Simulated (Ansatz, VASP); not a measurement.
Two plane-wave programs on Ge4Sb2O

File INCAR:

```
PREC = Accurate
ENCUT = 520
EDIFF = 1E-6
ISMEAR = 0
SIGMA = 0.1
LREAL = False
LASPH = True
NELM = 60
ALGO = Normal
ISIF = 2
LWAVE = False
LCHARG = False
GGA = PE
NBANDS = 45
```

Contents of KPOINTS:

```
regular mesh
0
Gamma
  4 4 4
```

Contents of POSCAR:

```
Ge4Sb2O
1.0
   -3.4048912900      3.4048912900      2.7399423800
    3.4048912900     -3.4048912900      2.7399423800
    3.4048912900      3.4048912900     -2.7399423800
Ge Sb O
4 2 1
Direct
    0.3028784700      0.3028784700      0.6057569400
    0.6971215300      0.6971215300      0.3942430600
    0.3028784700      0.6971215300      0.0000000000
    0.6971215300      0.3028784700      0.0000000000
    0.7500000000      0.2500000000      0.5000000000
    0.2500000000      0.7500000000      0.5000000000
    0.0000000000      0.0000000000      0.0000000000
```

Input for Ansatz:

```yaml
crystal:
  lattice:
    - [-3.40489129, 3.40489129, 2.73994238]
    - [3.40489129, -3.40489129, 2.73994238]
    - [3.40489129, 3.40489129, -2.73994238]
  atoms:
    - { symbol: Ge, position: [0.30287847, 0.30287847, 0.60575694] }
    - { symbol: Ge, position: [0.69712153, 0.69712153, 0.39424306] }
    - { symbol: Ge, position: [0.30287847, 0.69712153, 0.0] }
    - { symbol: Ge, position: [0.69712153, 0.30287847, 0.0] }
    - { symbol: Sb, position: [0.75, 0.25, 0.5] }
    - { symbol: Sb, position: [0.25, 0.75, 0.5] }
    - { symbol: O, position: [0.0, 0.0, 0.0] }
basis:
  ecutwfc: 420
kpoints:
  mp_grid: { grid: [4, 4, 4] }
hamiltonian:
  xc: pbe
scf:
  occupations: { method: gaussian, width: 0.1 }
  lower_state_search: "off"
output:
  forces: true
  stress: true
  eigenvalues: true
```

Change from the starting cell: species swapped into the HfV2Ga4 type (I4/mmm, No. 139).

Alike in both runs: task single point; functional PBE; k mesh 4 × 4 × 4; occupations gaussian, width 0.1 eV; no spin polarisation.

|  | VASP | Ansatz |
| --- | --- | --- |
| version | VASP 6.6.1 | Ansatz 0.2.0 |
| potentials or method | VASP PAW PBE potentials, release 64 (Ge_d, Sb, O), cutoff 520 eV | scalar-relativistic, plane waves, PAW |
| valence electrons in the cell | 72 | 92 |

Ansatz gave:

* gap on the k mesh at the Fermi level (eV): none
* pressure (GPa): 17.5
* traceless stress, the component that is largest in VASP (GPa): 6.44
* rms of the force components (eV/Å): 0.193

Q: Which values does VASP return?

A: gap on the k mesh at the Fermi level (eV): none; pressure (GPa): 17.6; traceless stress, the component that is largest in VASP (GPa): 6.57; rms of the force components (eV/Å): 0.189.

Atom by atom the forces differ by 0.003 eV/Å (rms over components). A gap of «none» marks a metal or a gap that the smearing closes. VASP's potentials hold 72 valence electrons a cell and Ansatz's 92, so a difference there can come from the potentials and not from the codes.

The k mesh is coarse, so the values compare programs but aren't converged. Spin-orbit coupling is off throughout.
